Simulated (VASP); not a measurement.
# TaC (Fm-3m) in VASP: a series of runs

The runs below take TaC through single point, with PBE.

Program: VASP 6.6.1. These are calculated values, not measurements. Logs are shortened: lines on timing, memory, paths and dates and some standing lists are left out, and cuts for length are marked.

## Step 1: The cell of the first run

The structure is cubic, space group Fm-3m (No. 225). The conventional cell has a = 4.261 Å, b = 4.261 Å, c = 4.261 Å, α = 90.00°, β = 90.00°, γ = 90.00°. Within 2.8 Å of Ta (site symmetry m-3m) lie 6 C at 2.13 Å. C (site symmetry m-3m) has 6 Ta at 2.13 Å within 2.8 Å.

## Step 2: Single point, PBE

File INCAR:

```
PREC = Accurate ; ENCUT = 600
EDIFF = 1E-6 ; ISMEAR = -1
SIGMA = 0.1 ; LREAL = False
LASPH = True ; NELM = 120
ALGO = Normal ; ISIF = 2
LWAVE = False ; LCHARG = True
GGA = PE ; LELF = True
LVHAR = True ; NBANDS = 14
GGA_COMPAT = False
```

File KPOINTS:

```
Automatic mesh
0
Gamma
  11 11 11
```

File POSCAR:

```
TaC
1.0
    0.0000000000      2.1302652685      2.1302652685
    2.1302652685      0.0000000000      2.1302652685
    2.1302652685      2.1302652685      0.0000000000
Ta C
1 1
Direct
    0.0000000000      0.0000000000      0.0000000000
    0.5000000000      0.5000000000      0.5000000000
```

Potentials or basis: VASP PAW PBE potentials, release 64 (Ta_pv, C).

Started as:

```bash
$ cat potpaw_PBE.64/Ta_pv/POTCAR potpaw_PBE.64/C/POTCAR > POTCAR
$ mpirun -np 1 vasp_std > vasp.out
```

OUTCAR:

```text
PREC = Accurate
   ENCUT = 600
   EDIFF = 1E-6
   ISMEAR = -1
   LREAL = False
   LASPH = True
   NELM = 120
   ISIF = 2
   GGA = PE

 ion  position               nearest neighbor table
   1  0.000  0.000  0.000-   2 2.13   2 2.13   2 2.13   2 2.13   2 2.13   2 2.13
   2  0.500  0.500  0.500-   1 2.13   1 2.13   1 2.13   1 2.13   1 2.13   1 2.13

  LATTYP: Found a face centered cubic cell.
 ALAT       =     4.2605305370

  Lattice vectors:

 A1 = (   0.0000000000,   2.1302652685,   2.1302652685)
 A2 = (   2.1302652685,   0.0000000000,   2.1302652685)
 A3 = (   2.1302652685,   2.1302652685,   0.0000000000)

Analysis of symmetry for initial positions (statically):
=====================================================================
 Subroutine PRICEL returns:
 Original cell was already a primitive cell.

 Routine SETGRP: Setting up the symmetry group for a
 face centered cubic supercell.

 Subroutine GETGRP returns: Found 48 space group operations
 (whereof 48 operations were pure point group operations)
 out of a pool of 48 trial point group operations.

The static configuration has the point symmetry O_h .

Analysis of symmetry for dynamics (positions and initial velocities):
=====================================================================
 Subroutine PRICEL returns:
 Original cell was already a primitive cell.

 Routine SETGRP: Setting up the symmetry group for a
 face centered cubic supercell.

 Subroutine GETGRP returns: Found 48 space group operations
 (whereof 48 operations were pure point group operations)
 out of a pool of 48 trial point group operations.

The dynamic configuration has the point symmetry O_h .

 Subroutine INISYM returns: Found 48 space group operations
 (whereof 48 operations are pure point group operations),
 and found     1 'primitive' translations

----------------------------------------------------------------------------------------

                                     Primitive cell

  volume of cell :      19.3344

  direct lattice vectors                    reciprocal lattice vectors
     0.000000000  2.130265269  2.130265269    -0.234712553  0.234712553  0.234712553
     2.130265269  0.000000000  2.130265269     0.234712553 -0.234712553  0.234712553
     2.130265269  2.130265269  0.000000000     0.234712553  0.234712553 -0.234712553

  length of vectors
     3.012650034  3.012650034  3.012650034     0.406534067  0.406534067  0.406534067

  position of ions in fractional coordinates (direct lattice)
     0.000000000  0.000000000  0.000000000
     0.500000000  0.500000000  0.500000000

  ion indices of the primitive-cell ions
   primitive index   ion index
                 1           1
                 2           2

----------------------------------------------------------------------------------------

 KPOINTS: Automatic mesh

Automatic generation of k-mesh.
 Grid dimensions read from file:
 generate k-points for:   11   11   11

 Generating k-lattice:

  Cartesian coordinates                     Fractional coordinates (reciprocal lattice)
    -0.021337505  0.021337505  0.021337505     0.090909091  0.000000000  0.000000000
     0.021337505 -0.021337505  0.021337505     0.000000000  0.090909091  0.000000000
     0.021337505  0.021337505 -0.021337505     0.000000000  0.000000000  0.090909091

  Length of vectors
     0.036957642  0.036957642  0.036957642

  Shift w.r.t. Gamma in fractional coordinates (k-lattice)
     0.000000000  0.000000000  0.000000000

 Subroutine IBZKPT returns following result:
 ===========================================

 Found     56 irreducible k-points:

 Following reciprocal coordinates:
            Coordinates               Weight
  0.000000  0.000000  0.000000      1.000000
  0.090909  0.000000  0.000000      8.000000
  0.181818  0.000000  0.000000      8.000000
  0.272727  0.000000  0.000000      8.000000
  0.363636  0.000000  0.000000      8.000000
  0.454545  0.000000  0.000000      8.000000
[... 16 lines left out ...]
 -0.272727  0.181818  0.000000     24.000000
 -0.181818  0.181818  0.000000     12.000000
 [... further k-points ...]
   k-points           NKPTS =     56   k-points in BZ     NKDIM =     56   number of bands    NBANDS=     14
   number of dos      NEDOS =    301   number of ions     NIONS =      2
   total plane-waves  NPLWV =  13824
   dimension x,y,z NGX =    24 NGY =   24 NGZ =   24
   dimension x,y,z NGXF=    48 NGYF=   48 NGZF=   48
   ions per type =               1   1
   NGX,Y,Z   is equivalent  to a cutoff of  13.24, 13.24, 13.24 a.u.
   NGXF,Y,Z  is equivalent  to a cutoff of  26.49, 26.49, 26.49 a.u.
 SYSTEM =  unknown system
   PREC   = accura    normal or accurate (medium, high low for compatibility)
   ISTART =      0    job   : 0-new  1-cont  2-samecut
   ICHARG =      2    charge: 1-file 2-atom 10-const
   ISPIN  =      1    spin polarized calculation?
   LNONCOLLINEAR =      F non collinear calculations
   LSORBIT =      F    spin-orbit coupling
   LASPH  =      T    aspherical Exc in radial PAW
   ENCUT  =  600.0 eV  44.10 Ry    6.64 a.u.   6.02  6.02  6.02*2*pi/ulx,y,z
   NELM   =    120;   NELMIN=  2; NELMDL= -5     # of ELM steps
   EDIFF  = 0.1E-05   stopping-criterion for ELM
   LREAL  =      F    real-space projection
   EDIFFG = 0.1E-04   stopping-criterion for IOM
   NSW    =      0    number of steps for IOM
   IBRION =     -1    ionic relax: 0-MD 1-quasi-New 2-CG
   NFREE  =      0    steps in history (QN), initial steepest desc. (CG)
   ISIF   =      2    stress and relaxation
   ISYM   =      2    0-nonsym 1-usesym 2-fastsym
   POTIM  = 0.5000    time-step for ionic-motion
   TEBEG  =    0.0;   TEEND  =   0.0 temperature during run
   PSTRESS=    0.0 pullay stress
   NELECT =      15.0000    total number of electrons
   NUPDOWN=      -1.0000    fix difference up-down
   EMIN   =  10.00;   EMAX   =-10.00  energy-range for DOS
   EFERMI =   0.00;   METHOD = LEGACY
   ISMEAR =    -1;   SIGMA  =   0.10  broadening in eV -4-tet -1-fermi 0-gaus
   EFERMI_NEDOS =   21; number of points for ismear=-14 and -15
   IALGO  =     38    algorithm
   IMIX   =      4    mixing-type and parameters
     AMIX     =   0.40;   BMIX     =  1.00
     AMIX_MAG =   1.60;   BMIX_MAG =  1.00
  volume/ion in A,a.u.               =       9.67        65.24
  Fermi-wavevector in a.u.,A,eV,Ry     =   1.504278  2.842674 30.787993  2.262854
  Thomas-Fermi vector in A             =   2.615279
   LORBIT       =      0    0 simple, 1 ext, 2 COOP (PROOUT), +10 PAW based schemes
   GGA     = PE    functional components
   LHFCALC =     F    Hartree Fock is set to
   AEXX    =    0.0000 exact exchange contribution
   IVDW    =     0    specifies the selected vdW correction
   LEPSILON=     F    determine dielectric tensor
   LRPA    =     F    only Hartree local field effects (RPA)
 non-spin polarized calculation
  energy-cutoff  :      600.00
  volume of cell :       19.33
 maximum number of plane-waves:       656
   NGX = 13   NGY = 13   NGZ = 13

 number of electron      14.9999999 magnetization

 Free energy of the ion-electron system (eV)
  ---------------------------------------------------
  ext. energy  EPLUGINS =         0.00000000
  ---------------------------------------------------
  free energy    TOTEN  =       -21.64113594 eV

  energy without entropy =      -21.62279192  energy(sigma->0) =      -21.63196393

 E-fermi :   9.8809     XC(G=0): -13.9233

 val. band max:        9.8068422533   @ k =  -0.1818   0.1818   0.0000
 cond. band min:       9.8977550868   @ k =   0.0909   0.0000   0.0000
 fundamental gap:      0.0909128335
 Fermi energy:         9.8808546796

 k-point     1 :       0.0000    0.0000    0.0000
  band No.  band energies     occupation
      1     -24.8385      2.00000
      2     -24.8385      2.00000
      3     -24.8385      2.00000
      4      -5.9493      2.00000
      5       8.2036      2.00000
      6       8.2036      2.00000
      7       8.2036      2.00000
      8       9.2434      1.99660
      9       9.2434      1.99660
     10       9.2434      1.99660
     11      10.6240      0.00118
     12      10.6240      0.00118
     13      18.0594      0.00000
     14      19.9999      0.00000

 k-point     2 :       0.0909    0.0000    0.0000
  band No.  band energies     occupation
      1     -24.9403      2.00000
      2     -24.8478      2.00000
      3     -24.8478      2.00000
      4      -5.6631      2.00000
      5       7.0754      2.00000
      6       7.5467      2.00000
      7       7.5467      2.00000
      8       8.8211      1.99995
      9       8.8211      1.99995
     10       9.8978      0.91570
     11      12.2524      0.00000
     12      12.2524      0.00000
     13      18.4755      0.00000
     14      20.7011      0.00000

 k-point     3 :       0.1818    0.0000    0.0000
  band No.  band energies     occupation
      1     -25.2048      2.00000
      2     -24.8726      2.00000
      3     -24.8726      2.00000
      4      -4.8643      2.00000
      5       5.3652      2.00000
      6       6.0640      2.00000
      7       6.0640      2.00000
      8       9.4852      1.96245
      9       9.4852      1.96245
     10      10.5314      0.00299
     11      14.6631      0.00000
     12      14.6631      0.00000
     13      19.3951      0.00000
     14      22.4889      0.00000
[... 324 lines left out ...]
 k-point    23 :      -0.2727    0.1818    0.0000
  band No.  band energies     occupation
      1     -25.6828      2.00000
      2     -25.1932      2.00000
      3     -24.9296      2.00000
      4      -2.3840      2.00000
      5       2.0770      2.00000
      6       4.0848      2.00000
      7       4.5830      2.00000
      8      10.7916      0.00022
      9      12.4089      0.00000
     10      13.6444      0.00000
     11      15.8480      0.00000
     12      19.3519      0.00000
     13      21.0804      0.00000
     14      23.2865      0.00000

 k-point    24 :      -0.1818    0.1818    0.0000
  band No.  band energies     occupation
      1     -25.4960      2.00000
      2     -25.0993      2.00000
      3     -24.8858      2.00000
      4      -3.4125      2.00000
      5       3.2679      2.00000
      6       4.5221      2.00000
      7       5.0314      2.00000
      8       9.8068      1.35405
      9      12.1074      0.00000
     10      12.4874      0.00000
     11      14.4384      0.00000
     12      19.2659      0.00000
     13      20.0863      0.00000
     14      23.2893      0.00000

 [... further k-points ...]

------------------------ aborting loop because EDIFF is reached ----------------------------------------

  FORCE on cell =-STRESS in cart. coord.  units (eV):
  Direction    XX          YY          ZZ          XY          YZ          ZX
  --------------------------------------------------------------------------------------
  -------------------------------------------------------------------------------------
  Total        8.0240859      8.0240859      8.0240859     -0.0000000     -0.0000000      0.0000000
  in kB      664.9287279    664.9287279    664.9287279     -0.0000000     -0.0000000      0.0000000
  external PRESSURE =     664.9287279 kB  Pullay stress =       0.0000000 kB

 VOLUME and BASIS-vectors are now :
 -----------------------------------------------------------------------------
  energy-cutoff  :      600.00
  volume of cell :       19.33
      direct lattice vectors                 reciprocal lattice vectors
     0.000000000  2.130265269  2.130265269    -0.234712553  0.234712553  0.234712553
     2.130265269  0.000000000  2.130265269     0.234712553 -0.234712553  0.234712553
     2.130265269  2.130265269  0.000000000     0.234712553  0.234712553 -0.234712553

 POSITION                                       TOTAL-FORCE (eV/Angst)
 -----------------------------------------------------------------------------------
      0.00000      0.00000      0.00000         0.000000     -0.000000     -0.000000
      2.13027      2.13027      2.13027        -0.000000      0.000000      0.000000
 -----------------------------------------------------------------------------------
    total drift:                                0.000000     -0.000000     -0.000000

  FREE ENERGIE OF THE ION-ELECTRON SYSTEM (eV)
  ---------------------------------------------------
  free  energy   TOTEN  =       -21.6411359430 eV

  energy  without entropy=      -21.6227919174  energy(sigma->0) =      -21.63196393
```

Run time: 14 s. Hardware: 1 thread of Intel Xeon 8259CL, shared host; peak memory 0.15 GiB.

What came out:

```yaml
Free_energy: -21.6411 eV
Pressure: 66.5 GPa
```

Levels at points of the mesh, in eV from the Fermi level:
```csv
k point,band 5,band 6,band 7,band 8,band 9,band 10,band 11,band 12
"(0.00, 0.00, 0.00)",-1.68,-1.68,-1.68,-0.64,-0.64,-0.64,0.74,0.74
```

Caveat: spin-orbit coupling is left out, which moves the levels of the heavy elements.

## Step 3: Single point, PBE

This run uses another cell than the first one, of 10.11 Å³/atom, 1.045 times its volume.

File INCAR:

```
SYSTEM = TaC
PREC = Accurate
ENCUT = 600
EDIFF = 1E-6
ISMEAR = -1
SIGMA = 0.1
LREAL = .False.
LASPH = .True.
NELM = 120
ALGO = Normal
ISIF = 2
LWAVE = .False.
LCHARG = .False.
GGA = PE
NBANDS = 14
GGA_COMPAT = .False.
```

File KPOINTS:

```
Automatic mesh
0
Gamma
  11 11 11
  0 0 0
```

File POSCAR:

```
TaC
1.0
    0.0000000000      2.1620649607      2.1620649607
    2.1620649607      0.0000000000      2.1620649607
    2.1620649607      2.1620649607      0.0000000000
Ta C
1 1
Direct
    0.0000000000      0.0000000000      0.0000000000
    0.5000000000      0.5000000000      0.5000000000
```

Potentials or basis: VASP PAW PBE potentials, release 64 (Ta_pv, C).

Started as:

```bash
$ cat potpaw_PBE.64/Ta_pv/POTCAR potpaw_PBE.64/C/POTCAR > POTCAR
$ mpirun -np 1 vasp_std > vasp.out
```

It took 13 s on 1 thread of Intel Xeon 8259CL, shared host; peak memory 0.15 GiB.

The run converged. Its results:

* Free energy: -21.9391 eV
* Pressure: 42.6 GPa

Levels at points of the mesh, in eV from the Fermi level:
| k point | band 6 | band 7 | band 8 | band 9 | band 10 | band 11 |
| --- | --- | --- | --- | --- | --- | --- |
| (0.00, 0.00, 0.00) | -1.57 | -1.57 | -0.61 | -0.61 | -0.61 | 0.70 |

Caveat: spin-orbit coupling is left out, which moves the levels of the heavy elements.
